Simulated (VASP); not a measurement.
# GaP (Fm-3m) in VASP: a series of runs

The runs below take GaP through single point, with PBEsol.

All numbers are computed with VASP 6.6.1; they aren't measurements. Logs are shortened: lines on timing, memory, paths and dates and some standing lists are left out, and cuts for length are marked.

## 1. The cell of the first run

Symmetry: Fm-3m, No. 225, cubic system. The conventional cell has a = 5.117 Å, b = 5.117 Å, c = 5.117 Å, α = 90.00°, β = 90.00°, γ = 90.00°. Within 3.4 Å of Ga (site symmetry m-3m) lie 6 P at 2.56 Å. P (site symmetry m-3m) has 6 Ga at 2.56 Å within 3.4 Å.

## 2. Single point, PBEsol

Contents of INCAR:

```
PREC = Accurate
ENCUT = 500
EDIFF = 1E-6
ISMEAR = -1
SIGMA = 0.02
LREAL = F
LASPH = T
NELM = 120
ALGO = Normal
ISIF = 2
LWAVE = F
LCHARG = F
GGA = PS
NBANDS = 16
GGA_COMPAT = F
```

Contents of KPOINTS:

```
regular mesh
0
Gamma
  6 6 6
```

Contents of POSCAR:

```
GaP
1.0
    0.0000000000      2.5585353464      2.5585353464
    2.5585353464      0.0000000000      2.5585353464
    2.5585353464      2.5585353464      0.0000000000
Ga P
1 1
Direct
    0.0000000000      0.0000000000      0.0000000000
    0.5000000000      0.5000000000      0.5000000000
```

Potentials or basis: VASP PAW PBE potentials, release 64 (Ga_d, P).

Run with:

```bash
cat potpaw_PBE.64/Ga_d/POTCAR potpaw_PBE.64/P/POTCAR > POTCAR
mpirun -np 1 vasp_std > vasp.out
```

OUTCAR:

```text
PREC = Accurate
   ENCUT = 500
   EDIFF = 1E-6
   ISMEAR = -1
   LREAL = F
   LASPH = T
   NELM = 120
   ISIF = 2
   GGA = PS

 ion  position               nearest neighbor table
   1  0.000  0.000  0.000-   2 2.56   2 2.56   2 2.56   2 2.56   2 2.56   2 2.56
   2  0.500  0.500  0.500-   1 2.56   1 2.56   1 2.56   1 2.56   1 2.56   1 2.56

  LATTYP: Found a face centered cubic cell.
 ALAT       =     5.1170706928

  Lattice vectors:

 A1 = (   0.0000000000,   2.5585353464,   2.5585353464)
 A2 = (   2.5585353464,   0.0000000000,   2.5585353464)
 A3 = (   2.5585353464,   2.5585353464,   0.0000000000)

Analysis of symmetry for initial positions (statically):
=====================================================================
 Subroutine PRICEL returns:
 Original cell was already a primitive cell.

 Routine SETGRP: Setting up the symmetry group for a
 face centered cubic supercell.

 Subroutine GETGRP returns: Found 48 space group operations
 (whereof 48 operations were pure point group operations)
 out of a pool of 48 trial point group operations.

The static configuration has the point symmetry O_h .

Analysis of symmetry for dynamics (positions and initial velocities):
=====================================================================
 Subroutine PRICEL returns:
 Original cell was already a primitive cell.

 Routine SETGRP: Setting up the symmetry group for a
 face centered cubic supercell.

 Subroutine GETGRP returns: Found 48 space group operations
 (whereof 48 operations were pure point group operations)
 out of a pool of 48 trial point group operations.

The dynamic configuration has the point symmetry O_h .

 Subroutine INISYM returns: Found 48 space group operations
 (whereof 48 operations are pure point group operations),
 and found     1 'primitive' translations

----------------------------------------------------------------------------------------

                                     Primitive cell

  volume of cell :      33.4969

  direct lattice vectors                    reciprocal lattice vectors
     0.000000000  2.558535346  2.558535346    -0.195424308  0.195424308  0.195424308
     2.558535346  0.000000000  2.558535346     0.195424308 -0.195424308  0.195424308
     2.558535346  2.558535346  0.000000000     0.195424308  0.195424308 -0.195424308

  length of vectors
     3.618315387  3.618315387  3.618315387     0.338484831  0.338484831  0.338484831
[... 70 lines left out ...]
   ENCUT  =  500.0 eV  36.75 Ry    6.06 a.u.   6.60  6.60  6.60*2*pi/ulx,y,z
   NELM   =    120;   NELMIN=  2; NELMDL= -5     # of ELM steps
   EDIFF  = 0.1E-05   stopping-criterion for ELM
   LREAL  =      F    real-space projection
   EDIFFG = 0.1E-04   stopping-criterion for IOM
   NSW    =      0    number of steps for IOM
   IBRION =     -1    ionic relax: 0-MD 1-quasi-New 2-CG
   NFREE  =      0    steps in history (QN), initial steepest desc. (CG)
   ISIF   =      2    stress and relaxation
   ISYM   =      2    0-nonsym 1-usesym 2-fastsym
   POTIM  = 0.5000    time-step for ionic-motion
   TEBEG  =    0.0;   TEEND  =   0.0 temperature during run
   PSTRESS=    0.0 pullay stress
   NELECT =      18.0000    total number of electrons
   NUPDOWN=      -1.0000    fix difference up-down
   EMIN   =  10.00;   EMAX   =-10.00  energy-range for DOS
   EFERMI =   0.00;   METHOD = LEGACY
   ISMEAR =    -1;   SIGMA  =   0.02  broadening in eV -4-tet -1-fermi 0-gaus
   EFERMI_NEDOS =   21; number of points for ismear=-14 and -15
   IALGO  =     38    algorithm
   IMIX   =      4    mixing-type and parameters
     AMIX     =   0.40;   BMIX     =  1.00
     AMIX_MAG =   1.60;   BMIX_MAG =  1.00
  volume/ion in A,a.u.               =      16.75       113.02
  Fermi-wavevector in a.u.,A,eV,Ry     =   1.330958  2.515145 24.102018  1.771448
  Thomas-Fermi vector in A             =   2.460005
   LORBIT       =      0    0 simple, 1 ext, 2 COOP (PROOUT), +10 PAW based schemes
   GGA     = PS    functional components
   LHFCALC =     F    Hartree Fock is set to
   AEXX    =    0.0000 exact exchange contribution
   IVDW    =     0    specifies the selected vdW correction
   LEPSILON=     F    determine dielectric tensor
   LRPA    =     F    only Hartree local field effects (RPA)
 non-spin polarized calculation
  energy-cutoff  :      500.00
  volume of cell :       33.50
 maximum number of plane-waves:       869
 NGX is ok and might be reduce to    28
   NGX = 13   NGY = 13   NGZ = 13

 number of electron      17.9999996 magnetization

 Free energy of the ion-electron system (eV)
  ---------------------------------------------------
  ext. energy  EPLUGINS =         0.00000000
  ---------------------------------------------------
  free energy    TOTEN  =        -9.25129402 eV

  energy without entropy =       -9.24855535  energy(sigma->0) =       -9.24992468

 E-fermi :   6.6424     XC(G=0): -11.2155

 val. band max:        6.6160756282   @ k =   0.0000   0.0000   0.0000
 cond. band min:       6.6607382141   @ k =   0.3333   0.0000   0.0000
 fundamental gap:      0.0446625859
 Fermi energy:         6.6423893803

 k-point     1 :       0.0000    0.0000    0.0000
  band No.  band energies     occupation
      1      -8.0609      2.00000
      2      -8.0609      2.00000
      3      -8.0350      2.00000
      4      -8.0350      2.00000
      5      -8.0350      2.00000
      6      -6.8075      2.00000
[... 281 lines left out ...]
      3      -8.0487      2.00000
      4      -7.9932      2.00000
      5      -7.9622      2.00000
      6      -2.5934      2.00000
[... 8 lines left out ...]
     15      20.1730      0.00000
     16      21.6900      0.00000

------------------------ aborting loop because EDIFF is reached ----------------------------------------

  FORCE on cell =-STRESS in cart. coord.  units (eV):
  Direction    XX          YY          ZZ          XY          YZ          ZX
  --------------------------------------------------------------------------------------
  -------------------------------------------------------------------------------------
  Total       -0.3291370     -0.3291370     -0.3291370      0.0000000      0.0000000     -0.0000000
  in kB      -15.7428396    -15.7428396    -15.7428396      0.0000000      0.0000000     -0.0000000
  external PRESSURE =     -15.7428396 kB  Pullay stress =       0.0000000 kB

 VOLUME and BASIS-vectors are now :
 -----------------------------------------------------------------------------
  energy-cutoff  :      500.00
  volume of cell :       33.50
      direct lattice vectors                 reciprocal lattice vectors
     0.000000000  2.558535346  2.558535346    -0.195424308  0.195424308  0.195424308
     2.558535346  0.000000000  2.558535346     0.195424308 -0.195424308  0.195424308
     2.558535346  2.558535346  0.000000000     0.195424308  0.195424308 -0.195424308

 POSITION                                       TOTAL-FORCE (eV/Angst)
 -----------------------------------------------------------------------------------
      0.00000      0.00000      0.00000         0.000000     -0.000000      0.000000
      2.55854      2.55854      2.55854         0.000000      0.000000     -0.000000
 -----------------------------------------------------------------------------------
    total drift:                               -0.000000      0.000000      0.000000

  FREE ENERGIE OF THE ION-ELECTRON SYSTEM (eV)
  ---------------------------------------------------
  free  energy   TOTEN  =        -9.2512940196 eV

  energy  without entropy=       -9.2485553462  energy(sigma->0) =       -9.24992468
```

stdout:

```text
POSCAR found type information on POSCAR GaP
 POSCAR found :  2 types and       2 ions
 scaLAPACK will be used
 -----------------------------------------------------------------------------
|                                                                             |
|                                                                             |
|     You enforced a specific xc type in the INCAR file but a different       |
|     I HOPE YOU KNOW WHAT YOU ARE DOING!                                     |
|                                                                             |
 -----------------------------------------------------------------------------

 LDA part: xc-table for (Slater+PW92), standard interpolation
 POSCAR, INCAR and KPOINTS ok, starting setup
 FFT: planning ... GRIDC
 FFT: planning ... GRID_SOFT
 FFT: planning ... GRID
 WAVECAR not read
 entering main loop
```

Run time: 17 s. Hardware: 1 thread of AMD EPYC 7R13, shared host; peak memory 0.12 GiB.

Results:

```yaml
Free_energy: -9.2513 eV
Pressure: -1.6 GPa
Band_gap_on_the_k_mesh: zero (band 9 reaches 7.19 eV, above the bottom of band 10 at 3.85 eV)
```

Levels at points of the mesh, in eV from the Fermi level:
| k point | band 6 | band 7 | band 8 | band 9 | band 10 | band 11 | band 12 | band 13 |
| --- | --- | --- | --- | --- | --- | --- | --- | --- |
| (0.00, 0.00, 0.00) | -13.45 | -0.03 | -0.03 | -0.03 | 1.62 | 7.00 | 7.00 | 7.00 |
| (0.50, 0.00, 0.00) | -10.56 | -8.03 | 0.16 | 0.16 | 2.93 | 2.93 | 3.07 | 5.26 |
| (0.50, 0.50, 0.00) | -9.42 | -6.08 | -3.19 | -2.79 | -2.79 | 3.20 | 11.05 | 11.05 |

Caveat: the PAW data sets were made with another functional, which shifts forces and pressure a little.

## 3. Single point, PBEsol

Contents of INCAR:

```
PREC = Accurate
ENCUT = 500
EDIFF = 1E-6
ISMEAR = 1
SIGMA = 0.2
LREAL = False
LASPH = True
NELM = 120
ALGO = Normal
ISIF = 2
LWAVE = False
LCHARG = False
GGA = PS
NBANDS = 16
GGA_COMPAT = False
```

KPOINTS is that of step 2.

POSCAR is that of step 2.

Potentials or basis: VASP PAW PBE potentials, release 64 (Ga_d, P).

Run with:

```bash
cat potpaw_PBE.64/Ga_d/POTCAR potpaw_PBE.64/P/POTCAR > POTCAR
mpirun -np 1 vasp_std > vasp.out
```

It took 18 s on 1 thread of AMD EPYC 7R13, shared host; peak memory 0.12 GiB.

Results (log left out):

```
Free energy            : -9.2525 eV
Pressure               : -1.6 GPa
Band gap on the k mesh : zero (band 9 reaches 7.19 eV, above the bottom of band 10 at 3.85 eV)
```

Levels at points of the mesh, in eV from the Fermi level:
| k point | band 6 | band 7 | band 8 | band 9 | band 10 | band 11 | band 12 | band 13 |
| --- | --- | --- | --- | --- | --- | --- | --- | --- |
| (0.00, 0.00, 0.00) | -13.46 | -0.04 | -0.04 | -0.04 | 1.61 | 6.99 | 6.99 | 6.99 |
| (0.50, 0.00, 0.00) | -10.58 | -8.05 | 0.14 | 0.14 | 2.92 | 2.92 | 3.05 | 5.25 |
| (0.50, 0.50, 0.00) | -9.43 | -6.09 | -3.21 | -2.80 | -2.80 | 3.19 | 11.03 | 11.03 |

Caveat: the PAW data sets were made with another functional, which shifts forces and pressure a little.
